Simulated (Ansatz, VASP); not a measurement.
One calculation of PtS2, two programs

```
Pt S
1.0
     3.55262    0.00000    0.00000
    -1.77631    3.07666    0.00000
     0.00000    0.00000    5.12283
Pt S
1 2
Direct
  0.00000 0.00000 0.00000
  0.33333 0.66667 0.23925
  0.66667 0.33333 0.76075
```

Alike in both runs: task single point; functional PBEsol; k mesh 2 × 2 × 2; no spin polarisation.

|  | VASP | Ansatz |
| --- | --- | --- |
| version | VASP 6.6.1 | Ansatz 0.2.0 |
| potentials or method | VASP PAW PBE potentials, release 64 (Pt, S) | plane waves |
| plane-wave cutoff (eV) | 520 | 420 |
| occupations | gaussian, width 0.01 eV | fixed |
| valence electrons in the cell | 22 | 30 |

```tsv
	VASP	Ansatz	Ansatz less VASP
gap on the k mesh at the Fermi level (eV)	1.46	1.47	+0.001
pressure (GPa)	-5.1	-4.8	+0.32
traceless stress, the component that is largest in VASP (GPa)	0.00	-0.11	-0.107
rms of the force components (eV/Å)	0.837	0.827	-0.0097
```

VASP's potentials were made for PBE, not for PBEsol. Atom by atom the forces differ by 0.010 eV/Å (rms over components). VASP's potentials hold 22 valence electrons a cell and Ansatz's 30, so a difference there can come from the potentials and not from the codes.

The k mesh is coarse, so the values compare programs but aren't converged. Spin-orbit coupling is off throughout.
